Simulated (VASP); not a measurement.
Write the native input for VASP 6.6.1 that does the following.

| Item | Value |
| --- | --- |
| Task | single point |
| Functional | PBEsol |
| Potentials or basis | VASP PAW PBE potentials, release 64 (Te) |
| Cutoff | 520 eV |
| k mesh | 7 × 7 × 7 |
| Occupations | fermi-dirac, width 0.05 eV |
| Spin | no spin polarisation |
| Dipole correction | no |
| Further INCAR settings | ALGO = Normal; EDIFF = 1e-06; NBANDS = 9 |

The structure of Te lies in POSCAR:

```
Te
1.0
    2.3325306326      1.3774325799      1.6909537039
   -2.2792780528      1.2851964061      1.6909537039
   -0.0532525797     -2.6626289860      1.6909537039
Te
1
Direct
    0.5000000000      0.5000000000      0.5000000000
```

The input as run:

INCAR

```
SYSTEM = Te
PREC     = Accurate       ! precision mode
ENCUT    = 520            ! plane-wave cutoff, eV
EDIFF    = 1E-6           ! SCF threshold, eV
ISMEAR   = -1             ! smearing method
SIGMA    = 0.05           ! smearing width, eV
LREAL    = .FALSE.        ! projectors in reciprocal space
LASPH    = .TRUE.         ! aspherical terms in the spheres
NELM     = 100            ! most SCF steps
ALGO     = Normal         ! electronic algorithm
ISIF     = 2              ! what is computed and relaxed
LWAVE    = .FALSE.        ! write WAVECAR
LCHARG   = .FALSE.        ! write CHGCAR
GGA      = PS             ! functional
NBANDS   = 9              ! bands
```

KPOINTS

```
Automatic mesh
0
G
  7 7 7
  0 0 0
```

Potentials or basis: VASP PAW PBE potentials, release 64 (Te).

The run is started by

```console
$ cat potpaw_PBE.64/Te/POTCAR > POTCAR
$ mpirun -np 1 vasp_std > vasp.out
```

It gave:

- Pressure: -0.3 GPa
- Band gap on the k mesh: zero (band 3 reaches 9.29 eV, above the bottom of band 4 at 4.47 eV)

Caveat: the PAW data sets were made with another functional, which shifts forces and pressure a little; spin-orbit coupling is left out, which moves the levels of the heavy elements.

Wall time 7.4 s on 1 thread of Intel(R) Xeon(R) 6975P-C (Granite Rapids), with other jobs on the host, peak memory 0.16 GiB.
